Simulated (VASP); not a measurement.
Write the native input for VASP 6.6.1 that does the following.

```
Task                   : single point
Functional             : PBE
Potentials or basis    : VASP PAW PBE potentials, release 64 (Cs_sv)
Cutoff                 : 520 eV
k mesh                 : 10 × 10 × 10
Occupations            : gaussian, width 0.1 eV
Spin                   : no spin polarisation
Dipole correction      : no
Further INCAR settings : ALGO = Normal; EDIFF = 1e-06; NBANDS = 10
```

The structure of Cs lies in POSCAR:

```
Cs
1.0
   -3.1788365935      3.1788365935      3.1788365935
    3.1788365935     -3.1788365935      3.1788365935
    3.1788365935      3.1788365935     -3.1788365935
Cs
1
Direct
    0.0000000000      0.0000000000      0.0000000000
```

The input as run:

INCAR

```
SYSTEM = Cs
PREC = Accurate
ENCUT = 520
EDIFF = 1E-6
ISMEAR = 0
SIGMA = 0.1
LREAL = .False.
LASPH = .True.
NELM = 100
ALGO = Normal
ISIF = 2
LWAVE = .False.
LCHARG = .True.
GGA = PE
LELF = .True.
LVHAR = .True.
NBANDS = 10
```

KPOINTS

```
regular mesh
0
Gamma
  10 10 10
  0 0 0
```

Potentials or basis: VASP PAW PBE potentials, release 64 (Cs_sv).

The run is started by

```bash
$ cat potpaw_PBE.64/Cs_sv/POTCAR > POTCAR
$ mpirun -np 1 vasp_std > vasp.out
```

Results of the run:

| Property | Result |
| --- | --- |
| Pressure | -0.2 GPa |
| Band gap on the k mesh | zero (an odd number of electrons rules out a gap without spin polarisation) |

Caveat: spin-orbit coupling is left out, which moves the levels of the heavy elements.

Run time: 21 s on 1 thread of Intel(R) Xeon(R) 6975P-C (Granite Rapids), on a shared host, peak memory 0.26 GiB.
